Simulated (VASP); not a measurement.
# Ta4H3 (P222) in VASP: notebook

Ta4H3 is run at these levels: PBE; tasks: relaxation of cell and atoms, relaxation of shape and atoms at fixed volume.

All numbers are computed with VASP 6.6.1; they aren't measurements. Logs are shortened: lines on timing, memory, paths and dates and some standing lists are left out, and cuts for length are marked.

### 1 The cell of the first run

The structure is orthorhombic, space group P222 (No. 16). Conventional cell: a = 3.485 Å, b = 4.800 Å, c = 4.834 Å, α = 90.00°, β = 90.00°, γ = 90.00°. Within 2.5 Å of Ta (site symmetry 1) lie 3 H at 1.91 to 1.95 Å. H (site symmetry 222) has 4 Ta at 1.95 Å and 2 H at 2.42 Å within 2.6 Å. H (site symmetry 222) has 4 Ta at 1.92 Å and 2 H at 2.42 Å within 2.5 Å. Within 2.5 Å of H (site symmetry 222) lie 4 Ta at 1.91 Å.

### 2 Relaxation of cell and atoms, PBE

Contents of INCAR:

```
SYSTEM = Ta4H3
ALGO = Normal
EDIFF = 1E-6
EDIFFG = -0.01
ENCUT = 600
GGA = PE
IBRION = 2
ISIF = 3
ISMEAR = 0
LASPH = .TRUE.
LCHARG = .FALSE.
LREAL = .FALSE.
LWAVE = .FALSE.
NELM = 60
NSW = 100
PREC = Accurate
SIGMA = 0.1
```

Contents of KPOINTS:

```
k-points
0
G
  10 6 6
  0 0 0
```

Contents of POSCAR:

```
Ta4H3
1.0
    3.4846511886      0.0000000000      0.0000000000
    0.0000000000      4.8001569394      0.0000000000
    0.0000000000      0.0000000000      4.8344367401
Ta H
4 3
Direct
    0.2466021426      0.2445834129      0.7565383039
    0.7533978574      0.2445834129      0.2434616961
    0.2466021426      0.7554165871      0.2434616961
    0.7533978574      0.7554165871      0.7565383039
    0.5000000000      0.5000000000      0.5000000000
    0.5000000000      0.5000000000      0.0000000000
    0.0000000000      0.0000000000      0.5000000000
```

Potentials or basis: VASP PAW PBE potentials, release 64 (Ta_pv, H).

On the command line:

```console
cat potpaw_PBE.64/Ta_pv/POTCAR potpaw_PBE.64/H/POTCAR > POTCAR
mpirun -np 1 vasp_std > vasp.out
```

OUTCAR:

```text
SYSTEM = Ta4H3
   EDIFF = 1E-6
   EDIFFG = -0.01
   ENCUT = 600
   GGA = PE
   IBRION = 2
   ISIF = 3
   ISMEAR = 0
   LASPH = .TRUE.
   LREAL = .FALSE.
   NELM = 60
   NSW = 100
   PREC = Accurate

 ion  position               nearest neighbor table
   1  0.247  0.245  0.757-   7 1.91   6 1.92   5 1.95   4 2.91   2 2.91   4 2.94   2 2.94   4 2.99
                             2 3.02   4 3.02   2 3.04   3 3.32   3 3.40   3 3.42   3 3.49
   2  0.753  0.245  0.243-   7 1.91   6 1.92   5 1.95   3 2.91   1 2.91   3 2.94   1 2.94   3 2.99
                             1 3.02   3 3.02   1 3.04   4 3.32   4 3.40   4 3.42   4 3.49
   3  0.247  0.755  0.243-   7 1.91   6 1.92   5 1.95   2 2.91   4 2.91   2 2.94   4 2.94   2 2.99
                             4 3.02   2 3.02   4 3.04   1 3.32   1 3.40   1 3.42   1 3.49
   4  0.753  0.755  0.757-   7 1.91   6 1.92   5 1.95   1 2.91   3 2.91   1 2.94   3 2.94   1 2.99
                             3 3.02   1 3.02   3 3.04   2 3.32   2 3.40   2 3.42   2 3.49
   5  0.500  0.500  0.500-   1 1.95   2 1.95   3 1.95   4 1.95
   6  0.500  0.500  0.000-   1 1.92   2 1.92   3 1.92   4 1.92
   7  0.000  0.000  0.500-   1 1.91   2 1.91   3 1.91   4 1.91

  LATTYP: Found a simple orthorhombic cell.
 ALAT       =     3.4846511886
 B/A-ratio  =     1.3775143277
 C/A-ratio  =     1.3873516970

  Lattice vectors:

 A1 = (   3.4846511886,   0.0000000000,   0.0000000000)
 A2 = (   0.0000000000,   4.8001569394,   0.0000000000)
 A3 = (   0.0000000000,   0.0000000000,   4.8344367401)

Analysis of symmetry for initial positions (statically):
=====================================================================
 Subroutine PRICEL returns:
 Original cell was already a primitive cell.

 Routine SETGRP: Setting up the symmetry group for a
 simple orthorhombic supercell.

 Subroutine GETGRP returns: Found  4 space group operations
 (whereof  4 operations were pure point group operations)
 out of a pool of  8 trial point group operations.

The static configuration has the point symmetry D_2 .

Analysis of symmetry for dynamics (positions and initial velocities):
=====================================================================
 Subroutine PRICEL returns:
 Original cell was already a primitive cell.

 Routine SETGRP: Setting up the symmetry group for a
 simple orthorhombic supercell.

 Subroutine GETGRP returns: Found  4 space group operations
 (whereof  4 operations were pure point group operations)
 out of a pool of  8 trial point group operations.

The dynamic configuration has the point symmetry D_2 .

 Subroutine INISYM returns: Found  4 space group operations
 (whereof  4 operations are pure point group operations),
 and found     1 'primitive' translations

----------------------------------------------------------------------------------------

                                     Primitive cell

  volume of cell :      80.8650

  direct lattice vectors                    reciprocal lattice vectors
     3.484651189  0.000000000  0.000000000     0.286972769  0.000000000  0.000000000
     0.000000000  4.800156939  0.000000000     0.000000000  0.208326522  0.000000000
     0.000000000  0.000000000  4.834436740     0.000000000  0.000000000  0.206849330

  length of vectors
     3.484651189  4.800156939  4.834436740     0.286972769  0.208326522  0.206849330

  position of ions in fractional coordinates (direct lattice)
     0.246602143  0.244583413  0.756538304
     0.753397857  0.244583413  0.243461696
     0.246602143  0.755416587  0.243461696
     0.753397857  0.755416587  0.756538304
     0.500000000  0.500000000  0.500000000
     0.500000000  0.500000000  0.000000000
     0.000000000  0.000000000  0.500000000

  ion indices of the primitive-cell ions
   primitive index   ion index
                 1           1
                 2           2
                 3           3
                 4           4
                 5           5
                 6           6
                 7           7

----------------------------------------------------------------------------------------

 KPOINTS: k-points

Automatic generation of k-mesh.
 Grid dimensions read from file:
 generate k-points for:   10    6    6

 Generating k-lattice:

  Cartesian coordinates                     Fractional coordinates (reciprocal lattice)
     0.028697277  0.000000000  0.000000000     0.100000000  0.000000000  0.000000000
     0.000000000  0.034721087  0.000000000     0.000000000  0.166666667  0.000000000
     0.000000000  0.000000000  0.034474888     0.000000000  0.000000000  0.166666667

  Length of vectors
     0.028697277  0.034721087  0.034474888

  Shift w.r.t. Gamma in fractional coordinates (k-lattice)
     0.000000000  0.000000000  0.000000000

 Subroutine IBZKPT returns following result:
 ===========================================

 Found     96 irreducible k-points:

 Following reciprocal coordinates:
            Coordinates               Weight
  0.000000  0.000000  0.000000      1.000000
  0.100000  0.000000  0.000000      2.000000
  0.200000  0.000000  0.000000      2.000000
  0.300000  0.000000  0.000000      2.000000
  0.400000  0.000000  0.000000      2.000000
  0.500000  0.000000  0.000000      1.000000
[... 16 lines left out ...]
  0.400000  0.500000  0.000000      2.000000
  0.500000  0.500000  0.000000      1.000000
 [... further k-points ...]
   k-points           NKPTS =     96   k-points in BZ     NKDIM =     96   number of bands    NBANDS=     28
   number of dos      NEDOS =    301   number of ions     NIONS =      7
   total plane-waves  NPLWV =  44800
   dimension x,y,z NGX =    28 NGY =   40 NGZ =   40
   dimension x,y,z NGXF=    56 NGYF=   80 NGZF=   80
   ions per type =               4   3
   NGX,Y,Z   is equivalent  to a cutoff of  13.36, 13.85, 13.76 a.u.
   NGXF,Y,Z  is equivalent  to a cutoff of  26.72, 27.71, 27.51 a.u.
 SYSTEM =  Ta4H3
   PREC   = accura    normal or accurate (medium, high low for compatibility)
   ISTART =      0    job   : 0-new  1-cont  2-samecut
   ICHARG =      2    charge: 1-file 2-atom 10-const
   ISPIN  =      1    spin polarized calculation?
   LNONCOLLINEAR =      F non collinear calculations
   LSORBIT =      F    spin-orbit coupling
   LASPH  =      T    aspherical Exc in radial PAW
   ENCUT  =  600.0 eV  44.10 Ry    6.64 a.u.   6.96  9.59  9.66*2*pi/ulx,y,z
   NELM   =     60;   NELMIN=  2; NELMDL= -5     # of ELM steps
   EDIFF  = 0.1E-05   stopping-criterion for ELM
   LREAL  =      F    real-space projection
   EDIFFG = -.1E-01   stopping-criterion for IOM
   NSW    =    100    number of steps for IOM
   IBRION =      2    ionic relax: 0-MD 1-quasi-New 2-CG
   NFREE  =      1    steps in history (QN), initial steepest desc. (CG)
   ISIF   =      3    stress and relaxation
   ISYM   =      2    0-nonsym 1-usesym 2-fastsym
   POTIM  = 0.5000    time-step for ionic-motion
   TEBEG  =    0.0;   TEEND  =   0.0 temperature during run
   PSTRESS=    0.0 pullay stress
   NELECT =      47.0000    total number of electrons
   NUPDOWN=      -1.0000    fix difference up-down
   EMIN   =  10.00;   EMAX   =-10.00  energy-range for DOS
   EFERMI =   0.00;   METHOD = LEGACY
   ISMEAR =     0;   SIGMA  =   0.10  broadening in eV -4-tet -1-fermi 0-gaus
   EFERMI_NEDOS =   21; number of points for ismear=-14 and -15
   IALGO  =     38    algorithm
   IMIX   =      4    mixing-type and parameters
     AMIX     =   0.40;   BMIX     =  1.00
     AMIX_MAG =   1.60;   BMIX_MAG =  1.00
  volume/ion in A,a.u.               =      11.55        77.96
  Fermi-wavevector in a.u.,A,eV,Ry     =   1.366220  2.581781 25.396043  1.866557
  Thomas-Fermi vector in A             =   2.492380
   LORBIT       =      0    0 simple, 1 ext, 2 COOP (PROOUT), +10 PAW based schemes
   GGA     = PE    functional components
   LHFCALC =     F    Hartree Fock is set to
   AEXX    =    0.0000 exact exchange contribution
   IVDW    =     0    specifies the selected vdW correction
   LEPSILON=     F    determine dielectric tensor
   LRPA    =     F    only Hartree local field effects (RPA)
 conjugate gradient relaxation of ions
 non-spin polarized calculation
 Gauss-broadening in eV      SIGMA  =   0.10
  energy-cutoff  :      600.00
  volume of cell :       80.87
 maximum number of plane-waves:      2730
 NGX is ok and might be reduce to    28
   NGX = 13   NGY = 19   NGZ = 19

--------------------------------------- Ionic step        1  -------------------------------------------

 number of electron      46.9999999 magnetization

 Free energy of the ion-electron system (eV)
  ---------------------------------------------------
  ext. energy  EPLUGINS =         0.00000000
  ---------------------------------------------------
  free energy    TOTEN  =       -58.63472484 eV

  energy without entropy =      -58.62596106  energy(sigma->0) =      -58.63034295

------------------------ aborting loop because EDIFF is reached ----------------------------------------

  FORCE on cell =-STRESS in cart. coord.  units (eV):
  Direction    XX          YY          ZZ          XY          YZ          ZX
  --------------------------------------------------------------------------------------
  -------------------------------------------------------------------------------------
  Total       -0.1823271     -0.3334019     -0.1529003      0.0000000      0.0000000      0.0000000
  in kB       -3.6124454     -6.6056871     -3.0294125      0.0000000      0.0000000      0.0000000
  external PRESSURE =      -4.4158484 kB  Pullay stress =       0.0000000 kB
[... 149 lines left out ...]
  energy  without entropy=      -58.6270027557  energy(sigma->0) =      -58.63125030

--------------------------------------- Ionic step        5  -------------------------------------------

 number of electron      46.9999999 magnetization

 Free energy of the ion-electron system (eV)
  ---------------------------------------------------
  ext. energy  EPLUGINS =         0.00000000
  ---------------------------------------------------
  free energy    TOTEN  =       -58.63550220 eV

  energy without entropy =      -58.62699519  energy(sigma->0) =      -58.63124869

 E-fermi :   5.5504     XC(G=0): -12.4080

 val. band max:        5.5344959795   @ k =   0.0000   0.3333   0.0000
 cond. band min:       5.5510384939   @ k =   0.5000   0.3333   0.5000
 fundamental gap:      0.0165425144
 Fermi energy:         5.5503778662

 k-point     1 :       0.0000    0.0000    0.0000
  band No.  band energies     occupation
      1     -29.2976      2.00000
      2     -29.0833      2.00000
      3     -28.9139      2.00000
      4     -28.8722      2.00000
      5     -28.8441      2.00000
      6     -28.5407      2.00000
[... 733 lines left out ...]
     27       8.1833      0.00000
     28       8.2414      0.00000

 [... further k-points ...]
[... 5 lines left out ...]
  --------------------------------------------------------------------------------------
  -------------------------------------------------------------------------------------
  Total       -0.0109551     -0.0376721      0.0376510      0.0000000      0.0000000      0.0000000
  in kB       -0.2175197     -0.7480014      0.7475824      0.0000000      0.0000000      0.0000000
  external PRESSURE =      -0.0726462 kB  Pullay stress =       0.0000000 kB
[... 22 lines left out ...]
  FREE ENERGIE OF THE ION-ELECTRON SYSTEM (eV)
  ---------------------------------------------------
  free  energy   TOTEN  =       -58.6355021959 eV

  energy  without entropy=      -58.6269951881  energy(sigma->0) =      -58.63124869

 reached required accuracy - stopping structural energy minimisation
```

Run time: 8.2 min. Hardware: 1 thread of Intel Xeon Platinum 8259CL at 2.50GHz (Skylake/Cascade Lake), shared host; peak memory 0.36 GiB.

What came out:

* Free energy: -58.6355 eV
* Relaxed volume: 11.53 Å³/atom
* Relaxed cell: a = 3.483 Å, b = 4.792 Å, c = 4.835 Å, α = 90.00°, β = 90.00°, γ = 90.00°
* Space group after relaxing (to 0.1 Å): P222 (No. 16)
* Energy gained by relaxing: 0.1 meV/atom
* Ionic steps: 5
* Pressure after relaxing: 0.0 GPa
* Largest force after relaxing: 0.006 eV/Å
* Band gap on the k mesh: zero (an odd number of electrons rules out a gap without spin polarisation)

Forces on the atoms (eV/Å):
```
Ta  -0.002 -0.001  0.006
Ta   0.002 -0.001 -0.006
Ta  -0.002  0.001 -0.006
Ta   0.002  0.001  0.006
H    0.000  0.000  0.000
H    0.000  0.000  0.000
H    0.000  0.000  0.000
```

Stress tensor (GPa, compression positive):
```
-0.02  0.00  0.00
 0.00 -0.07  0.00
 0.00  0.00  0.07
```

The path:
| step | energy change (eV) | largest force (eV/Å) | pressure (GPa) | volume (Å³) |
| --- | --- | --- | --- | --- |
| 1 | 0.0000 | 0.0689 | -0.44 | 80.87 |
| 2 | -0.0004 | 0.0067 | 0.50 | 80.49 |
| 3 | -0.0007 | 0.0223 | 0.17 | 80.63 |
| 4 | -0.0008 | 0.0121 | -0.04 | 80.70 |
| 5 | -0.0008 | 0.0063 | -0.01 | 80.69 |

Final structure:
```cif
data_structure
_symmetry_space_group_name_H-M 'P 1'
_symmetry_Int_Tables_number 1
_cell_length_a 3.4826
_cell_length_b 4.7925
_cell_length_c 4.8346
_cell_angle_alpha 90.000
_cell_angle_beta 90.000
_cell_angle_gamma 90.000
_cell_volume 80.69
loop_
_atom_site_label
_atom_site_type_symbol
_atom_site_fract_x
_atom_site_fract_y
_atom_site_fract_z
_atom_site_occupancy
Ta1 Ta 0.24669 0.24488 0.75592 1
Ta2 Ta 0.75331 0.24488 0.24408 1
Ta3 Ta 0.24669 0.75512 0.24408 1
Ta4 Ta 0.75331 0.75512 0.75592 1
H1 H 0.50000 0.50000 0.50000 1
H2 H 0.50000 0.50000 0.00000 1
H3 H 0.00000 0.00000 0.50000 1
```

Caveat: spin-orbit coupling is left out, which moves the levels of the heavy elements.

### 3 Relaxation of shape and atoms at fixed volume, PBE (11.86 Å³/atom)

This run uses another cell than the first one, of 11.86 Å³/atom.

Contents of INCAR:

```
PREC = Accurate
ENCUT = 600
EDIFF = 1E-6
ISMEAR = 0
SIGMA = 0.1
LREAL = False
LASPH = True
NELM = 80
ALGO = Normal
ISIF = 4
LWAVE = False
LCHARG = False
GGA = PE
IBRION = 2
NSW = 50
EDIFFG = -0.01
```

Contents of KPOINTS:

```
regular mesh
0
Gamma
  10 6 6
```

Contents of POSCAR:

```
Ta4H3
1.0
    3.5160819904      0.0000000000      0.0000000000
    0.0000000000      4.8353290764      0.0000000000
    0.0000000000      0.0000000000      4.8836167356
Ta H
4 3
Direct
    0.2467074997      0.2449388661      0.7558947279
    0.7532925003      0.2449388661      0.2441052721
    0.2467074997      0.7550611339      0.2441052721
    0.7532925003      0.7550611339      0.7558947279
    0.5000000000      0.5000000000      0.5000000000
    0.5000000000      0.5000000000      0.0000000000
    0.0000000000      0.0000000000      0.5000000000
```

Potentials or basis: VASP PAW PBE potentials, release 64 (Ta_pv, H).

On the command line:

```console
cat potpaw_PBE.64/Ta_pv/POTCAR potpaw_PBE.64/H/POTCAR > POTCAR
mpirun -np 1 vasp_std > vasp.out
```

It took 6.5 min on 1 thread of Intel Xeon Platinum 8259CL at 2.50GHz (Skylake/Cascade Lake), shared host; peak memory 0.36 GiB.

The run converged. Its results:

```yaml
Free_energy: -58.5955 eV
Energy_gained_by_relaxing: 0.1 meV/atom
Ionic_steps: 4
Pressure_after_relaxing: -5.4 GPa
Largest_force_after_relaxing: 0.004 eV/Å
Band_gap_on_the_k_mesh: zero (an odd number of electrons rules out a gap without spin polarisation)
```

Forces on the atoms (eV/Å):
```
Ta   0.000  0.003  0.002
Ta   0.000  0.003 -0.002
Ta   0.000 -0.003 -0.002
Ta   0.000 -0.003  0.002
H    0.000  0.000  0.000
H    0.000  0.000  0.000
H    0.000  0.000  0.000
```

The path:
```tsv
step	energy change (eV)	largest force (eV/Å)	pressure (GPa)	volume (Å³)
1	0.0000	0.0234	-5.57	83.03
2	-0.0007	0.0073	-5.51	83.03
3	-0.0009	0.0182	-5.45	83.03
4	-0.0010	0.0039	-5.44	83.03
```

Final structure:
```
Ta H
1.0
     3.53092    0.00000    0.00000
     0.00000    4.82300    0.00000
     0.00000    0.00000    4.87553
Ta H
4 3
Direct
  0.24657 0.24472 0.75614
  0.75343 0.24472 0.24386
  0.24657 0.75528 0.24386
  0.75343 0.75528 0.75614
  0.50000 0.50000 0.50000
  0.50000 0.50000 0.00000
  0.00000 0.00000 0.50000
```

Levels at points of the mesh, in eV from the Fermi level:
```csv
k point,band 22,band 23,band 24,band 25,band 26,band 27
"(0.00, 0.00, 0.00)",-0.17,-0.06,0.41,2.34,2.94,3.07
"(0.50, 0.00, 0.00)",-1.41,0.18,0.33,0.65,0.68,2.30
"(0.00, 0.50, 0.00)",-0.58,-0.13,0.12,0.55,0.73,2.08
"(0.50, 0.50, 0.00)",-1.28,-1.20,-1.10,2.06,2.30,2.57
"(0.00, 0.00, 0.50)",-0.59,-0.14,0.01,0.58,0.84,1.98
"(0.50, 0.00, 0.50)",-1.27,-1.27,-1.08,2.14,2.21,2.23
"(0.00, 0.50, 0.50)",-0.33,-0.23,0.28,0.44,0.58,0.62
"(0.50, 0.50, 0.50)",-0.89,0.25,0.36,2.30,2.43,2.47
```

Caveat: spin-orbit coupling is left out, which moves the levels of the heavy elements.

The gap in the log of VASP goes by the Fermi energy; the results here count the filled bands.